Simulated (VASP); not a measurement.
# Hf2N (Pnnm) in VASP: single point with PBEsol

Aim: the single point of Hf2N with PBEsol.

All numbers are computed with VASP 6.6.1; they aren't measurements. Logs are shortened: lines on timing, memory, paths and dates and some standing lists are left out, and cuts for length are marked.

## Step 1: The cell of the first run

It takes space group Pnnm (No. 58, orthorhombic). The conventional cell has a = 4.898 Å, b = 5.296 Å, c = 3.227 Å, α = 90.00°, β = 90.00°, γ = 90.00°. Hf (site symmetry m) has 3 N at 2.13 to 2.19 Å within 2.8 Å. N (site symmetry 2/m) has 6 Hf at 2.13 to 2.19 Å within 2.8 Å.

## Step 2: Single point, PBEsol (strain -0.0750 x Voigt [0, 1, 0, 0, 0, 0])

INCAR

```
ALGO = Normal
EDIFF = 1E-6
ENCUT = 520
GGA = PS
ISIF = 2
ISMEAR = 0
LASPH = True
LCHARG = False
LREAL = False
LWAVE = False
NBANDS = 34
NELM = 80
PREC = Accurate
SIGMA = 0.15
```

KPOINTS

```
k-points
0
Gamma
  10 10 14
```

POSCAR

```
Hf2N
1.0
    5.2955389254      0.0000000000      0.0000000000
    0.0000000000      4.8983735060      0.0000000000
    0.0000000000      0.0000000000      3.2274489825
Hf N
4 2
Direct
    0.2954633019      0.2954633019      0.0000000000
    0.7045366981      0.7045366981      0.0000000000
    0.7954633019      0.2045366981      0.5000000000
    0.2045366981      0.7954633019      0.5000000000
    0.0000000000      0.0000000000      0.0000000000
    0.5000000000      0.5000000000      0.5000000000
```

Potentials or basis: VASP PAW PBE potentials, release 64 (Hf_pv, N).

Run with:

```console
$ cat potpaw_PBE.64/Hf_pv/POTCAR potpaw_PBE.64/N/POTCAR > POTCAR
$ mpirun -np 1 vasp_std > vasp.out
```

OUTCAR:

```text
EDIFF = 1E-6
   ENCUT = 520
   GGA = PS
   ISIF = 2
   ISMEAR = 0
   LASPH = True
   LREAL = False
   NELM = 80
   PREC = Accurate

 ion  position               nearest neighbor table
   1  0.295  0.295  0.000-   5 2.13   6 2.19   6 2.19   2 2.95   4 2.97   4 2.97   4 2.97   4 2.97
                             3 3.13   3 3.13   3 3.13   3 3.13   2 3.62   2 3.72
   2  0.705  0.705  0.000-   5 2.13   6 2.19   6 2.19   1 2.95   3 2.97   3 2.97   3 2.97   3 2.97
                             4 3.13   4 3.13   4 3.13   4 3.13   1 3.62   1 3.72
   3  0.795  0.205  0.500-   6 2.13   5 2.19   5 2.19   4 2.95   2 2.97   2 2.97   2 2.97   2 2.97
                             1 3.13   1 3.13   1 3.13   1 3.13   4 3.62   4 3.72
   4  0.205  0.795  0.500-   6 2.13   5 2.19   5 2.19   3 2.95   1 2.97   1 2.97   1 2.97   1 2.97
                             2 3.13   2 3.13   2 3.13   2 3.13   3 3.62   3 3.72
   5  0.000  0.000  0.000-   1 2.13   2 2.13   3 2.19   4 2.19   3 2.19   4 2.19
   6  0.500  0.500  0.500-   3 2.13   4 2.13   1 2.19   2 2.19   1 2.19   2 2.19

  LATTYP: Found a simple orthorhombic cell.
 ALAT       =     3.2274489825
 B/A-ratio  =     1.5177229857
 C/A-ratio  =     1.6407816062

  Lattice vectors:

 A1 = (   0.0000000000,   0.0000000000,  -3.2274489825)
 A2 = (   0.0000000000,   4.8983735060,   0.0000000000)
 A3 = (   5.2955389254,   0.0000000000,   0.0000000000)

Analysis of symmetry for initial positions (statically):
=====================================================================
 Subroutine PRICEL returns:
 Original cell was already a primitive cell.

 Routine SETGRP: Setting up the symmetry group for a
 simple orthorhombic supercell.

 Subroutine GETGRP returns: Found  8 space group operations
 (whereof  4 operations were pure point group operations)
 out of a pool of  8 trial point group operations.

The static configuration has the point symmetry C_2h.
 The point group associated with its full space group is D_2h.

Analysis of symmetry for dynamics (positions and initial velocities):
=====================================================================
 Subroutine PRICEL returns:
 Original cell was already a primitive cell.

 Routine SETGRP: Setting up the symmetry group for a
 simple orthorhombic supercell.

 Subroutine GETGRP returns: Found  8 space group operations
 (whereof  4 operations were pure point group operations)
 out of a pool of  8 trial point group operations.

The dynamic configuration has the point symmetry C_2h.
 The point group associated with its full space group is D_2h.

 Subroutine INISYM returns: Found  8 space group operations
 (whereof  4 operations are pure point group operations),
 and found     1 'primitive' translations

----------------------------------------------------------------------------------------

                                     Primitive cell

  volume of cell :      83.7185

  direct lattice vectors                    reciprocal lattice vectors
     5.295538925  0.000000000  0.000000000     0.188838193  0.000000000  0.000000000
     0.000000000  4.898373506  0.000000000     0.000000000  0.204149398  0.000000000
     0.000000000  0.000000000  3.227448982     0.000000000  0.000000000  0.309842233

  length of vectors
     5.295538925  4.898373506  3.227448982     0.188838193  0.204149398  0.309842233

  position of ions in fractional coordinates (direct lattice)
     0.295463302  0.295463302  0.000000000
     0.704536698  0.704536698  0.000000000
     0.795463302  0.204536698  0.500000000
     0.204536698  0.795463302  0.500000000
     0.000000000  0.000000000  0.000000000
     0.500000000  0.500000000  0.500000000

  ion indices of the primitive-cell ions
   primitive index   ion index
                 1           1
                 2           2
                 3           3
                 4           4
                 5           5
                 6           6

----------------------------------------------------------------------------------------

 KPOINTS: k-points

Automatic generation of k-mesh.
 Grid dimensions read from file:
 generate k-points for:   10   10   14

 Generating k-lattice:

  Cartesian coordinates                     Fractional coordinates (reciprocal lattice)
     0.018883819  0.000000000  0.000000000     0.100000000  0.000000000  0.000000000
     0.000000000  0.020414940  0.000000000     0.000000000  0.100000000  0.000000000
     0.000000000  0.000000000  0.022131588     0.000000000  0.000000000  0.071428571

  Length of vectors
     0.018883819  0.020414940  0.022131588

  Shift w.r.t. Gamma in fractional coordinates (k-lattice)
     0.000000000  0.000000000  0.000000000

 Subroutine IBZKPT returns following result:
 ===========================================

 Found    288 irreducible k-points:

 Following reciprocal coordinates:
            Coordinates               Weight
  0.000000  0.000000  0.000000      1.000000
  0.100000  0.000000  0.000000      2.000000
  0.200000  0.000000  0.000000      2.000000
  0.300000  0.000000  0.000000      2.000000
  0.400000  0.000000  0.000000      2.000000
  0.500000  0.000000  0.000000      1.000000
[... 16 lines left out ...]
  0.400000  0.300000  0.000000      4.000000
  0.500000  0.300000  0.000000      2.000000
 [... further k-points ...]
   k-points           NKPTS =    288   k-points in BZ     NKDIM =    288   number of bands    NBANDS=     34
   number of dos      NEDOS =    301   number of ions     NIONS =      6
   total plane-waves  NPLWV =  34560
   dimension x,y,z NGX =    40 NGY =   36 NGZ =   24
   dimension x,y,z NGXF=    80 NGYF=   72 NGZF=   48
   ions per type =               4   2
   NGX,Y,Z   is equivalent  to a cutoff of  12.56, 12.22, 12.36 a.u.
   NGXF,Y,Z  is equivalent  to a cutoff of  25.11, 24.44, 24.72 a.u.
 SYSTEM =  unknown system
   PREC   = accura    normal or accurate (medium, high low for compatibility)
   ISTART =      0    job   : 0-new  1-cont  2-samecut
   ICHARG =      2    charge: 1-file 2-atom 10-const
   ISPIN  =      1    spin polarized calculation?
   LNONCOLLINEAR =      F non collinear calculations
   LSORBIT =      F    spin-orbit coupling
   LASPH  =      T    aspherical Exc in radial PAW
   ENCUT  =  520.0 eV  38.22 Ry    6.18 a.u.   9.85  9.11  6.00*2*pi/ulx,y,z
   NELM   =     80;   NELMIN=  2; NELMDL= -5     # of ELM steps
   EDIFF  = 0.1E-05   stopping-criterion for ELM
   LREAL  =      F    real-space projection
   EDIFFG = 0.1E-04   stopping-criterion for IOM
   NSW    =      0    number of steps for IOM
   IBRION =     -1    ionic relax: 0-MD 1-quasi-New 2-CG
   NFREE  =      0    steps in history (QN), initial steepest desc. (CG)
   ISIF   =      2    stress and relaxation
   ISYM   =      2    0-nonsym 1-usesym 2-fastsym
   POTIM  = 0.5000    time-step for ionic-motion
   TEBEG  =    0.0;   TEEND  =   0.0 temperature during run
   PSTRESS=    0.0 pullay stress
   NELECT =      50.0000    total number of electrons
   NUPDOWN=      -1.0000    fix difference up-down
   EMIN   =  10.00;   EMAX   =-10.00  energy-range for DOS
   EFERMI =   0.00;   METHOD = LEGACY
   ISMEAR =     0;   SIGMA  =   0.15  broadening in eV -4-tet -1-fermi 0-gaus
   EFERMI_NEDOS =   21; number of points for ismear=-14 and -15
   IALGO  =     38    algorithm
   IMIX   =      4    mixing-type and parameters
     AMIX     =   0.40;   BMIX     =  1.00
     AMIX_MAG =   1.60;   BMIX_MAG =  1.00
  volume/ion in A,a.u.               =      13.95        94.16
  Fermi-wavevector in a.u.,A,eV,Ry     =   1.378662  2.605293 25.860700  1.900708
  Thomas-Fermi vector in A             =   2.503703
   LORBIT       =      0    0 simple, 1 ext, 2 COOP (PROOUT), +10 PAW based schemes
   GGA     = PS    functional components
   LHFCALC =     F    Hartree Fock is set to
   AEXX    =    0.0000 exact exchange contribution
   IVDW    =     0    specifies the selected vdW correction
   LEPSILON=     F    determine dielectric tensor
   LRPA    =     F    only Hartree local field effects (RPA)
 non-spin polarized calculation
 Gauss-broadening in eV      SIGMA  =   0.15
  energy-cutoff  :      520.00
  volume of cell :       83.72
 maximum number of plane-waves:      2280
 NGX is ok and might be reduce to    40
   NGX = 19   NGY = 19   NGZ = 13

 number of electron      50.0000004 magnetization

 Free energy of the ion-electron system (eV)
  ---------------------------------------------------
  ext. energy  EPLUGINS =         0.00000000
  ---------------------------------------------------
  free energy    TOTEN  =       -66.92044390 eV

  energy without entropy =      -66.89189073  energy(sigma->0) =      -66.90616732

 E-fermi :   6.4728     XC(G=0): -12.5466

 val. band max:        6.4703377276   @ k =   0.4000   0.3000   0.2857
 cond. band min:       6.4757669789   @ k =   0.4000   0.5000   0.2143
 fundamental gap:      0.0054292513
 Fermi energy:         6.4728040736

 k-point     1 :       0.0000    0.0000    0.0000
  band No.  band energies     occupation
      1     -24.7357      2.00000
      2     -24.0333      2.00000
      3     -23.9955      2.00000
      4     -23.7920      2.00000
      5     -23.7277      2.00000
      6     -23.4511      2.00000
[... 26 lines left out ...]
     33      10.2434      0.00000
     34      10.7726      0.00000

 k-point     2 :       0.1000    0.0000    0.0000
  band No.  band energies     occupation
      1     -24.7185      2.00000
      2     -24.0535      2.00000
      3     -23.9853      2.00000
      4     -23.7754      2.00000
      5     -23.7213      2.00000
      6     -23.4511      2.00000
[... 26 lines left out ...]
     33      10.4241      0.00000
     34      10.7775      0.00000

 k-point     3 :       0.2000    0.0000    0.0000
  band No.  band energies     occupation
      1     -24.6688      2.00000
      2     -24.1095      2.00000
      3     -23.9529      2.00000
      4     -23.7292      2.00000
      5     -23.7024      2.00000
      6     -23.4719      2.00000
[... 26 lines left out ...]
     33      10.6621      0.00000
     34      10.7152      0.00000

 k-point     4 :       0.3000    0.0000    0.0000
  band No.  band energies     occupation
      1     -24.5924      2.00000
      2     -24.1911      2.00000
      3     -23.8950      2.00000
      4     -23.6727      2.00000
      5     -23.6615      2.00000
      6     -23.5057      2.00000
[... 26 lines left out ...]
     33      10.6519      0.00000
     34      11.0092      0.00000

 k-point     5 :       0.4000    0.0000    0.0000
  band No.  band energies     occupation
      1     -24.4975      2.00000
      2     -24.2886      2.00000
      3     -23.8110      2.00000
      4     -23.6346      2.00000
      5     -23.5949      2.00000
      6     -23.5823      2.00000
[... 621 lines left out ...]
 k-point    22 :       0.3000    0.3000    0.0000
  band No.  band energies     occupation
      1     -24.4210      2.00000
      2     -24.0915      2.00000
      3     -23.8825      2.00000
      4     -23.6735      2.00000
      5     -23.5940      2.00000
      6     -23.4820      2.00000
[... 26 lines left out ...]
     33      10.9342      0.00000
     34      10.9656      0.00000

 k-point    23 :       0.4000    0.3000    0.0000
  band No.  band energies     occupation
      1     -24.3377      2.00000
      2     -24.1635      2.00000
      3     -23.8078      2.00000
      4     -23.6406      2.00000
      5     -23.5600      2.00000
      6     -23.5539      2.00000
[... 26 lines left out ...]
     33      10.3681      0.00000
     34      10.6352      0.00000

 k-point    24 :       0.5000    0.3000    0.0000
  band No.  band energies     occupation
      1     -24.2487      2.00000
      2     -24.2487      2.00000
      3     -23.7152      2.00000
      4     -23.7152      2.00000
      5     -23.5218      2.00000
      6     -23.5218      2.00000
[... 26 lines left out ...]
     33      10.1502      0.00000
     34      10.1502      0.00000

 [... further k-points ...]
[... 5 lines left out ...]
  --------------------------------------------------------------------------------------
  -------------------------------------------------------------------------------------
  Total        7.1144588     15.8943211      5.0704625      0.0000000      0.0000000      0.0000000
  in kB      136.1541867    304.1803232     97.0368547      0.0000000      0.0000000      0.0000000
  external PRESSURE =     179.1237882 kB  Pullay stress =       0.0000000 kB

 VOLUME and BASIS-vectors are now :
 -----------------------------------------------------------------------------
  energy-cutoff  :      520.00
  volume of cell :       83.72
      direct lattice vectors                 reciprocal lattice vectors
     5.295538925  0.000000000  0.000000000     0.188838193  0.000000000  0.000000000
     0.000000000  4.898373506  0.000000000     0.000000000  0.204149398  0.000000000
     0.000000000  0.000000000  3.227448982     0.000000000  0.000000000  0.309842233

 POSITION                                       TOTAL-FORCE (eV/Angst)
 -----------------------------------------------------------------------------------
      1.56464      1.44729      0.00000         0.135415     -0.316353     -0.000000
      3.73090      3.45108      0.00000        -0.135415      0.316353      0.000000
      4.21241      1.00190      1.61372         0.135415      0.316353      0.000000
      1.08313      3.89648      1.61372        -0.135415     -0.316353     -0.000000
      0.00000      0.00000      0.00000         0.000000     -0.000000      0.000000
      2.64777      2.44919      1.61372         0.000000     -0.000000      0.000000
 -----------------------------------------------------------------------------------
    total drift:                                0.000000      0.000000     -0.000000

  FREE ENERGIE OF THE ION-ELECTRON SYSTEM (eV)
  ---------------------------------------------------
  free  energy   TOTEN  =       -66.9204439025 eV

  energy  without entropy=      -66.8918907275  energy(sigma->0) =      -66.90616732
```

Wall time 7.1 min (1 thread of AMD EPYC 9R45 (Zen 5), shared host); peak memory 0.63 GiB.

What came out:

```yaml
Free_energy: -66.9204 eV
Pressure: 17.9 GPa
Largest_force: 0.344 eV/Å
Band_gap_on_the_k_mesh: zero (bands 25 and 26 overlap by 2.92 eV)
```

Forces on the atoms (eV/Å):
```
Hf   0.135 -0.316  0.000
Hf  -0.135  0.316  0.000
Hf   0.135  0.316  0.000
Hf  -0.135 -0.316  0.000
N    0.000  0.000  0.000
N    0.000  0.000  0.000
```

Caveat: the cell differs from its parent crystal (strain -0.0750 x Voigt [0, 1, 0, 0, 0, 0]); the cell stands under pressure; the PAW data sets were made with another functional, which shifts forces and pressure a little; spin-orbit coupling is left out, which moves the levels of the heavy elements.
